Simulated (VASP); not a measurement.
LiH:

```
Li H
1.0
     3.25583    0.00000    0.00000
    -1.62791    2.81963    0.00000
     0.00000    0.00000    4.06844
Li H
2 2
Direct
  0.33333 0.66667 0.93749
  0.66667 0.33333 0.43749
  0.33333 0.66667 0.43751
  0.66667 0.33333 0.93751
```

Base run:

| Quantity | Value |
| --- | --- |
| Program | VASP 6.6.1 |
| Functional | HSE06 |
| Potentials or basis | VASP PAW PBE potentials, release 64 (Li_sv, H) |
| Cutoff | 520 eV |
| k mesh | 6 × 6 × 4 |
| Occupations | gaussian, width 0.01 eV |
| Spin | no spin polarisation |

Its results: band gap on the k mesh 2.73 eV, indirect (least direct gap 4.05 eV).

Question: The run is repeated on the same cell with these changes: functional from HSE06 to r2SCAN; k mesh from 6 × 6 × 4 to 9 × 9 × 6. What comes out?

Answer: Band gap on the k mesh 2.30 eV, indirect (least direct gap 3.61 eV).

Several settings changed at once, so the effect can't be laid on one alone.

A k mesh can miss the band edges.
